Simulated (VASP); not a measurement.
Input of a VASP 6.6.1 run:

File INCAR:

```
ALGO = Normal
EDIFF = 1E-6
EDIFFG = -0.01
ENCUT = 600
GGA = PE
IBRION = 2
ISIF = 3
ISMEAR = -1
LASPH = T
LCHARG = F
LREAL = F
LWAVE = F
NELM = 100
NSW = 60
PREC = Accurate
PSTRESS = 20.0
SIGMA = 0.05
```

File KPOINTS:

```
k-points
0
Gamma
  11 11 11
```

POSCAR

```
TiC
1.0
    0.0000000000      2.1657188437      2.1657188437
    2.1657188437      0.0000000000      2.1657188437
    2.1657188437      2.1657188437      0.0000000000
Ti C
1 1
Direct
    0.0000000000      0.0000000000      0.0000000000
    0.5000000000      0.5000000000      0.5000000000
```

Potentials or basis: VASP PAW PBE potentials, release 64 (Ti_sv, C).

The run is started by

```bash
$ cat potpaw_PBE.64/Ti_sv/POTCAR potpaw_PBE.64/C/POTCAR > POTCAR
$ mpirun -np 1 vasp_std > vasp.out
```

**Question.** Estimate the band gap on the k mesh.

**Answer.** Zero (band 8 reaches 10.18 eV, above the bottom of band 9 at 9.08 eV).

**Question.** Predict the relaxed volume.

**Answer.** 10.09 Å³/atom.

**Question.** Predict the relaxed cell.

**Answer.** a = 3.056 Å, b = 3.056 Å, c = 3.056 Å, α = 60.00°, β = 60.00°, γ = 60.00°.

**Question.** Estimate the space group after relaxing (to 0.05 Å).

**Answer.** Fm-3m (No. 225).

Step by step:
```csv
step,energy change (eV),largest force (eV/Å),pressure (GPa),volume (Å³)
1,0.0000,0.0000,0.38,20.32
2,0.0043,0.0000,4.18,20.02
3,0.0009,0.0000,2.02,20.19
```

Caveat: the cell is relaxed towards a set pressure, so the enthalpy falls and the energy may rise.
